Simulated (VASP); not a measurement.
Input of a VASP 6.6.1 run:

Contents of INCAR:

```
SYSTEM = NaHF2
ALGO = Normal
EDIFF = 1E-7
ENCUT = 520
ISIF = 2
ISMEAR = 0
LASPH = .TRUE.
LCHARG = .FALSE.
LREAL = .FALSE.
LWAVE = .FALSE.
NBANDS = 19
NELM = 60
PREC = Accurate
SIGMA = 0.01
```

Contents of KPOINTS:

```
k-points
0
G
  8 8 8
  0 0 0
```

The input POSCAR:

```
NaHF2
1.0
    1.6739704163      0.9664689139      4.5194893859
   -1.6739704163      0.9664689139      4.5194893859
    0.0000000000     -1.9329328974      4.5194904402
Na H F
1 1 2
Direct
    0.0000000000      0.0000000000      0.0000000000
    0.5000000000      0.5000000000      0.5000000000
    0.4161649359      0.4161649359      0.4161649359
    0.5838350641      0.5838350641      0.5838350641
```

Potentials or basis: VASP PAW LDA potentials, release 64 (Na_pv, H, F).

Launch:

```sh
$ cat potpaw_LDA.64/Na_pv/POTCAR potpaw_LDA.64/H/POTCAR potpaw_LDA.64/F/POTCAR > POTCAR
$ mpirun -np 1 vasp_std > vasp.out
```

Q: What does it give for the pressure?

A: 0.1 GPa.

Q: Estimate the largest force.

A: 0.096 eV/Å.

Stress tensor (GPa, compression positive):
```
-0.26  0.00  0.00
 0.00 -0.26  0.00
 0.00  0.00  0.76
```
